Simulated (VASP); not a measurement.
# MgCd3Te4 (P3m1) in VASP: relaxation of cell and atoms with PBE

Aim: the relaxation of cell and atoms of MgCd3Te4 with PBE.

Program: VASP 6.6.1. These are calculated values, not measurements. Logs are shortened: lines on timing, memory, paths and dates and some standing lists are left out, and cuts for length are marked.

## (1) The cell of the first run

The structure is trigonal, space group P3m1 (No. 156). The conventional cell has a = 4.661 Å, b = 4.661 Å, c = 15.238 Å, α = 90.00°, β = 90.00°, γ = 120.00°. Mg (site symmetry 3m) has 4 Te at 2.83 Å within 3.7 Å. Cd (site symmetry 3m) has 4 Te at 2.86 to 2.87 Å within 3.8 Å. Cd (site symmetry 3m) has 4 Te at 2.86 to 2.87 Å within 3.8 Å. Cd (site symmetry 3m) has 4 Te at 2.86 to 2.87 Å within 3.8 Å. Within 3.8 Å of Te (site symmetry 3m) lie 4 Cd at 2.86 to 2.87 Å. Within 3.7 Å of Te (site symmetry 3m) lie 1 Mg at 2.83 Å and 3 Cd at 2.86 Å. Te (site symmetry 3m) has 3 Mg at 2.83 Å and 1 Cd at 2.87 Å within 3.7 Å. Te (site symmetry 3m) has 4 Cd at 2.86 to 2.87 Å within 3.8 Å.

## (2) Relaxation of cell and atoms, PBE

INCAR reads:

```
SYSTEM = MgCd3Te4
  ALGO = Normal
  EDIFF = 1E-6
  EDIFFG = -0.01
  ENCUT = 600
  GGA = PE
  IBRION = 2
  ISIF = 3
  ISMEAR = 0
  LASPH = .TRUE.
  LCHARG = .FALSE.
  LREAL = .FALSE.
  LWAVE = .FALSE.
  NELM = 80
  NSW = 100
  PREC = Accurate
  SIGMA = 0.02
```

KPOINTS reads:

```
k-points
0
G
  6 6 2
  0 0 0
```

POSCAR reads:

```
MgCd3Te4
1.0
    4.6605771000      0.0000000000      0.0000000000
   -2.3302886000      4.0361782000      0.0000000000
    0.0000000000      0.0000000000     15.2376581000
Mg Cd Te
1 3 4
Direct
    0.3333333000      0.6666667000      0.4972790000
    0.3333333000      0.6666667000      0.9989420000
    0.6666667000      0.3333333000      0.2513670000
    0.6666667000      0.3333333000      0.7471570000
    0.3333333000      0.6666667000      0.1873180000
    0.3333333000      0.6666667000      0.6829070000
    0.6666667000      0.3333333000      0.4396660000
    0.6666667000      0.3333333000      0.9353650000
```

Potentials or basis: VASP PAW PBE potentials, release 64 (Mg, Cd, Te).

Run with:

```
$ cat potpaw_PBE.64/Mg/POTCAR potpaw_PBE.64/Cd/POTCAR potpaw_PBE.64/Te/POTCAR > POTCAR
$ mpirun -np 1 vasp_std > vasp.out
```

OUTCAR:

```text
SYSTEM = MgCd3Te4
   EDIFF = 1E-6
   EDIFFG = -0.01
   ENCUT = 600
   GGA = PE
   IBRION = 2
   ISIF = 3
   ISMEAR = 0
   LASPH = .TRUE.
   LREAL = .FALSE.
   NELM = 80
   NSW = 100
   PREC = Accurate

 ion  position               nearest neighbor table
   1  0.333  0.667  0.497-   6 2.83   7 2.83   7 2.83   7 2.83
   2  0.333  0.667  0.999-   8 2.86   8 2.86   8 2.86   5 2.87
   3  0.667  0.333  0.251-   5 2.86   5 2.86   5 2.86   7 2.87
   4  0.667  0.333  0.747-   6 2.86   6 2.86   6 2.86   8 2.87
   5  0.333  0.667  0.187-   3 2.86   3 2.86   3 2.86   2 2.87
   6  0.333  0.667  0.683-   1 2.83   4 2.86   4 2.86   4 2.86
   7  0.667  0.333  0.440-   1 2.83   1 2.83   1 2.83   3 2.87
   8  0.667  0.333  0.935-   2 2.86   2 2.86   2 2.86   4 2.87

  LATTYP: Found a hexagonal cell.
 ALAT       =     4.6605771000
 C/A-ratio  =     3.2694788163

  Lattice vectors:

 A1 = (   4.6605771000,   0.0000000000,   0.0000000000)
 A2 = (  -2.3302886000,   4.0361782000,   0.0000000000)
 A3 = (   0.0000000000,   0.0000000000,  15.2376581000)

Analysis of symmetry for initial positions (statically):
=====================================================================
 Subroutine PRICEL returns:
 Original cell was already a primitive cell.

 Routine SETGRP: Setting up the symmetry group for a
 hexagonal supercell.

 Subroutine GETGRP returns: Found  6 space group operations
 (whereof  6 operations were pure point group operations)
 out of a pool of 24 trial point group operations.

The static configuration has the point symmetry C_3v.

Analysis of symmetry for dynamics (positions and initial velocities):
=====================================================================
 Subroutine PRICEL returns:
 Original cell was already a primitive cell.

 Routine SETGRP: Setting up the symmetry group for a
 hexagonal supercell.

 Subroutine GETGRP returns: Found  6 space group operations
 (whereof  6 operations were pure point group operations)
 out of a pool of 24 trial point group operations.

The dynamic configuration has the point symmetry C_3v.

 Subroutine INISYM returns: Found  6 space group operations
 (whereof  6 operations are pure point group operations),
 and found     1 'primitive' translations

----------------------------------------------------------------------------------------

                                     Primitive cell

  volume of cell :     286.6344

  direct lattice vectors                    reciprocal lattice vectors
     4.660577100  0.000000000  0.000000000     0.214565703  0.123879568  0.000000000
    -2.330288600  4.036178200  0.000000000     0.000000000  0.247759130  0.000000000
     0.000000000  0.000000000 15.237658100     0.000000000  0.000000000  0.065626883

  length of vectors
     4.660577100  4.660577155 15.237658100     0.247759133  0.247759130  0.065626883

  position of ions in fractional coordinates (direct lattice)
     0.333333300  0.666666700  0.497279000
     0.333333300  0.666666700  0.998942000
     0.666666700  0.333333300  0.251367000
     0.666666700  0.333333300  0.747157000
     0.333333300  0.666666700  0.187318000
     0.333333300  0.666666700  0.682907000
     0.666666700  0.333333300  0.439666000
     0.666666700  0.333333300  0.935365000

  ion indices of the primitive-cell ions
   primitive index   ion index
                 1           1
                 2           2
                 3           3
                 4           4
                 5           5
                 6           6
                 7           7
                 8           8

----------------------------------------------------------------------------------------

 KPOINTS: k-points

Automatic generation of k-mesh.
 Grid dimensions read from file:
 generate k-points for:    6    6    2

 Generating k-lattice:

  Cartesian coordinates                     Fractional coordinates (reciprocal lattice)
     0.035760950  0.020646595  0.000000000     0.166666667  0.000000000  0.000000000
     0.000000000  0.041293188  0.000000000     0.000000000  0.166666667  0.000000000
     0.000000000  0.000000000  0.032813441     0.000000000  0.000000000  0.500000000

  Length of vectors
     0.041293189  0.041293188  0.032813441

  Shift w.r.t. Gamma in fractional coordinates (k-lattice)
     0.000000000  0.000000000  0.000000000

 Subroutine IBZKPT returns following result:
 ===========================================

 Found     14 irreducible k-points:

 Following reciprocal coordinates:
            Coordinates               Weight
  0.000000  0.000000  0.000000      1.000000
  0.166667  0.000000  0.000000      6.000000
  0.333333 -0.000000  0.000000      6.000000
  0.500000 -0.000000  0.000000      3.000000
  0.166667  0.166667  0.000000      6.000000
  0.333333  0.166667  0.000000     12.000000
  0.333333  0.333333  0.000000      2.000000
  0.000000  0.000000  0.500000      1.000000
  0.166667  0.000000  0.500000      6.000000
  0.333333 -0.000000  0.500000      6.000000
  0.500000 -0.000000  0.500000      3.000000
  0.166667  0.166667  0.500000      6.000000
  0.333333  0.166667  0.500000     12.000000
  0.333333  0.333333  0.500000      2.000000
   k-points           NKPTS =     14   k-points in BZ     NKDIM =     14   number of bands    NBANDS=     37
   number of dos      NEDOS =    301   number of ions     NIONS =      8
   total plane-waves  NPLWV = 201600
   dimension x,y,z NGX =    40 NGY =   40 NGZ =  126
   dimension x,y,z NGXF=    80 NGYF=   80 NGZF=  252
   ions per type =               1   3   4
   NGX,Y,Z   is equivalent  to a cutoff of  14.27, 14.27, 13.75 a.u.
   NGXF,Y,Z  is equivalent  to a cutoff of  28.54, 28.54, 27.49 a.u.
 SYSTEM =  MgCd3Te4
   PREC   = accura    normal or accurate (medium, high low for compatibility)
   ISTART =      0    job   : 0-new  1-cont  2-samecut
   ICHARG =      2    charge: 1-file 2-atom 10-const
   ISPIN  =      1    spin polarized calculation?
   LNONCOLLINEAR =      F non collinear calculations
   LSORBIT =      F    spin-orbit coupling
   LASPH  =      T    aspherical Exc in radial PAW
   ENCUT  =  600.0 eV  44.10 Ry    6.64 a.u.   9.31  9.31 30.43*2*pi/ulx,y,z
   NELM   =     80;   NELMIN=  2; NELMDL= -5     # of ELM steps
   EDIFF  = 0.1E-05   stopping-criterion for ELM
   LREAL  =      F    real-space projection
   EDIFFG = -.1E-01   stopping-criterion for IOM
   NSW    =    100    number of steps for IOM
   IBRION =      2    ionic relax: 0-MD 1-quasi-New 2-CG
   NFREE  =      1    steps in history (QN), initial steepest desc. (CG)
   ISIF   =      3    stress and relaxation
   ISYM   =      2    0-nonsym 1-usesym 2-fastsym
   POTIM  = 0.5000    time-step for ionic-motion
   TEBEG  =    0.0;   TEEND  =   0.0 temperature during run
   PSTRESS=    0.0 pullay stress
   NELECT =      62.0000    total number of electrons
   NUPDOWN=      -1.0000    fix difference up-down
   EMIN   =  10.00;   EMAX   =-10.00  energy-range for DOS
   EFERMI =   0.00;   METHOD = LEGACY
   ISMEAR =     0;   SIGMA  =   0.02  broadening in eV -4-tet -1-fermi 0-gaus
   EFERMI_NEDOS =   21; number of points for ismear=-14 and -15
   IALGO  =     38    algorithm
   IMIX   =      4    mixing-type and parameters
     AMIX     =   0.40;   BMIX     =  1.00
     AMIX_MAG =   1.60;   BMIX_MAG =  1.00
  volume/ion in A,a.u.               =      35.83       241.79
  Fermi-wavevector in a.u.,A,eV,Ry     =   0.982719  1.857069 13.139642  0.965736
  Thomas-Fermi vector in A             =   2.113823
   LORBIT       =      0    0 simple, 1 ext, 2 COOP (PROOUT), +10 PAW based schemes
   GGA     = PE    functional components
   LHFCALC =     F    Hartree Fock is set to
   AEXX    =    0.0000 exact exchange contribution
   IVDW    =     0    specifies the selected vdW correction
   LEPSILON=     F    determine dielectric tensor
   LRPA    =     F    only Hartree local field effects (RPA)
 conjugate gradient relaxation of ions
 non-spin polarized calculation
 Gauss-broadening in eV      SIGMA  =   0.02
  energy-cutoff  :      600.00
  volume of cell :      286.63
 maximum number of plane-waves:      9613
 NGX is ok and might be reduce to    40
   NGX = 19   NGY = 19   NGZ = 61

--------------------------------------- Ionic step        1  -------------------------------------------

 number of electron      61.9999997 magnetization

 Free energy of the ion-electron system (eV)
  ---------------------------------------------------
  ext. energy  EPLUGINS =         0.00000000
  ---------------------------------------------------
  free energy    TOTEN  =       -20.79941550 eV

  energy without entropy =      -20.79941550  energy(sigma->0) =      -20.79941550

------------------------ aborting loop because EDIFF is reached ----------------------------------------

  FORCE on cell =-STRESS in cart. coord.  units (eV):
  Direction    XX          YY          ZZ          XY          YZ          ZX
  --------------------------------------------------------------------------------------
  -------------------------------------------------------------------------------------
  Total        0.0879680      0.0879680      0.0932406     -0.0000000      0.0000000      0.0000000
  in kB        0.4917080      0.4917080      0.5211794     -0.0000000      0.0000000      0.0000000
  external PRESSURE =       0.5015318 kB  Pullay stress =       0.0000000 kB
[... 69 lines left out ...]
  energy  without entropy=      -20.7994843308  energy(sigma->0) =      -20.79948433

--------------------------------------- Ionic step        3  -------------------------------------------

 number of electron      61.9999998 magnetization

 Free energy of the ion-electron system (eV)
  ---------------------------------------------------
  ext. energy  EPLUGINS =         0.00000000
  ---------------------------------------------------
  free energy    TOTEN  =       -20.79948066 eV

  energy without entropy =      -20.79948066  energy(sigma->0) =      -20.79948066

 E-fermi :   1.9536     XC(G=0):  -8.1610

 val. band max:        1.8448927266   @ k =   0.0000   0.0000   0.0000
 cond. band min:       2.7403644687   @ k =   0.0000   0.0000   0.0000
 fundamental gap:      0.8954717421
 Fermi energy:         1.9535819169

 k-point     1 :       0.0000    0.0000    0.0000
  band No.  band energies     occupation
      1      -8.9060      2.00000
      2      -8.7289      2.00000
      3      -8.6917      2.00000
      4      -8.4378      2.00000
      5      -6.1870      2.00000
      6      -6.1870      2.00000
[... 584 lines left out ...]
  FREE ENERGIE OF THE ION-ELECTRON SYSTEM (eV)
  ---------------------------------------------------
  free  energy   TOTEN  =       -20.7994806613 eV

  energy  without entropy=      -20.7994806613  energy(sigma->0) =      -20.79948066

 reached required accuracy - stopping structural energy minimisation
```

It took 4 min on 1 thread of Intel Xeon 6975P-C (Granite Rapids), shared host; peak memory 0.6 GiB.

Results:

| Item | Value |
| --- | --- |
| Free energy | -20.7995 eV |
| Relaxed volume | 35.89 Å³/atom |
| Relaxed cell | a = 4.663 Å, b = 4.663 Å, c = 15.247 Å, α = 90.00°, β = 90.00°, γ = 120.00° |
| Space group after relaxing (to 0.05 Å) | P3m1 (No. 156) |
| Energy gained by relaxing | 0.0 meV/atom |
| Ionic steps | 3 |
| Pressure after relaxing | 0.0 GPa |
| Largest force after relaxing | 0.009 eV/Å |
| Band gap on the k mesh | 0.90 eV, direct |

Forces in eV/Å, atoms in the order of the input:
```
Mg   0.000  0.000  0.001
Cd   0.000  0.000  0.000
Cd   0.000  0.000  0.002
Cd   0.000  0.000 -0.002
Te   0.000  0.000  0.001
Te   0.000  0.000 -0.009
Te   0.000  0.000  0.007
Te   0.000  0.000  0.000
```

Final structure:
```
CELL_PARAMETERS angstrom
4.66335 0.00000 0.00000
-2.33168 4.03858 0.00000
0.00000 0.00000 15.24728
ATOMIC_POSITIONS crystal
Mg 0.33333 0.66667 0.49729
Cd 0.33333 0.66667 0.99894
Cd 0.66667 0.33333 0.25137
Cd 0.66667 0.33333 0.74716
Te 0.33333 0.66667 0.18732
Te 0.33333 0.66667 0.68285
Te 0.66667 0.33333 0.43971
Te 0.66667 0.33333 0.93537
```

Levels at points of the mesh, in eV from the valence-band top:
```csv
k point,band 28,band 29,band 30,band 31,band 32,band 33,band 34,band 35
"(0.00, 0.00, 0.00)",-0.30,-0.11,0.00,0.00,0.90,1.77,2.04,2.57
"(0.50, 0.00, 0.00)",-1.23,-1.18,-1.15,-0.68,2.25,2.42,2.56,3.00
"(0.00, 0.00, 0.50)",-0.21,-0.21,-0.04,-0.04,1.62,1.74,1.82,2.49
"(0.50, 0.00, 0.50)",-1.11,-1.00,-0.90,-0.80,2.16,2.38,2.60,2.87
```

Caveat: spin-orbit coupling is left out, which moves the levels of the heavy elements.
